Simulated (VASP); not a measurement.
SnO, 8 atoms in the cell. The cell holds a slab with vacuum, 8 atoms: a = 3.894 Å, b = 3.316 Å, c = 17.410 Å, α = 90.00°, β = 90.00°, γ = 90.00°.  This cell differs from its parent crystal: the distance across one plane changed.

- Program: VASP 6.6.1
- Task: single point
- Functional: PBEsol
- Potentials or basis: VASP PAW PBE potentials, release 64 (Sn_d, O)
- Cutoff: 520 eV
- k mesh: 7 × 8 × 3
- Occupations: gaussian, width 0.05 eV
- Spin: no spin polarisation
- Dipole correction: no
- Further INCAR settings: ALGO = Normal; EDIFF = 1e-07; NBANDS = 50

Potentials or basis: VASP PAW PBE potentials, release 64 (Sn_d, O).

Run with:

```bash
$ cat potpaw_PBE.64/Sn_d/POTCAR potpaw_PBE.64/O/POTCAR > POTCAR
$ mpirun -np 1 vasp_std > vasp.out
```

Hardware: 1 thread of Intel Xeon 8259CL, with other jobs on the host.

Q: How long does it take, and how much memory?

A: Run time: 16 min on 1 thread of Intel Xeon 8259CL, on a shared host, peak memory 0.53 GiB. Counts: scf iterations 20, k points 40.
